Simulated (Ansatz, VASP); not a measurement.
# Cu2O in VASP and in Ansatz

INCAR

```
SYSTEM = Cu2O
ALGO = Normal ; EDIFF = 1E-6
ENCUT = 600 ; GGA = PE
GGA_COMPAT = .False. ; ISIF = 2
ISMEAR = 0 ; LASPH = .True.
LCHARG = .False. ; LREAL = .False.
LWAVE = .False. ; NBANDS = 37
NELM = 120 ; PREC = Accurate
SIGMA = 0.02
```

The input KPOINTS:

```
k-points
0
Gamma
  8 8 8
  0 0 0
```

Contents of POSCAR:

```
Cu2O
1.0
    4.2982410474      0.0000000000      0.0000000000
    0.0000000000      4.2982410474      0.0000000000
    0.0000000000      0.0000000000      4.2122762265
Cu O
4 2
Direct
    0.2500000000      0.2500000000      0.2500000000
    0.2500000000      0.7500000000      0.7500000000
    0.7500000000      0.7500000000      0.2500000000
    0.7500000000      0.2500000000      0.7500000000
    0.0000000000      0.0000000000      0.0000000000
    0.5000000000      0.5000000000      0.5000000000
```

Input for Ansatz:

```yaml
crystal:
  lattice:
    - [4.2982410474, 0.0, 0.0]
    - [0.0, 4.2982410474, 0.0]
    - [0.0, 0.0, 4.2122762265]
  atoms:
    - { symbol: Cu, position: [0.25, 0.25, 0.25] }
    - { symbol: Cu, position: [0.25, 0.75, 0.75] }
    - { symbol: Cu, position: [0.75, 0.75, 0.25] }
    - { symbol: Cu, position: [0.75, 0.25, 0.75] }
    - { symbol: O, position: [0.0, 0.0, 0.0] }
    - { symbol: O, position: [0.5, 0.5, 0.5] }
basis:
  ecutwfc: 420
kpoints:
  mp_grid: { grid: [8, 8, 8] }
hamiltonian:
  xc: pbe
scf:
  occupations: { method: gaussian, width: 0.02 }
output:
  forces: true
  stress: true
  eigenvalues: true
```

Change from the starting cell: strain along c alone, the other axes held, atoms relaxed: -2.0 %.

Alike in both runs: task single point; functional PBE; k mesh 8 × 8 × 8; occupations gaussian, width 0.02 eV; no spin polarisation.

```csv
,VASP,Ansatz
version,VASP 6.6.1,Ansatz 0.2.0
potentials or method,"VASP PAW PBE potentials, release 64 (Cu, O), cutoff 600 eV","scalar-relativistic, plane waves, PAW"
valence electrons in the cell,56,88
```

```csv
,VASP,Ansatz,Ansatz less VASP
gap on the k mesh at the Fermi level (eV),0.49,0.49,-0.004
least direct gap on the mesh (eV),0.49,0.49,-0.004
pressure (GPa),3.0,2.4,-0.68
"traceless stress, the component that is largest in VASP (GPa)",0.20,0.23,+0.026
```

The functional is the same, so the differences come from potentials, cutoffs and numerics. VASP's potentials hold 56 valence electrons a cell and Ansatz's 88, so a difference there can come from the potentials and not from the codes.
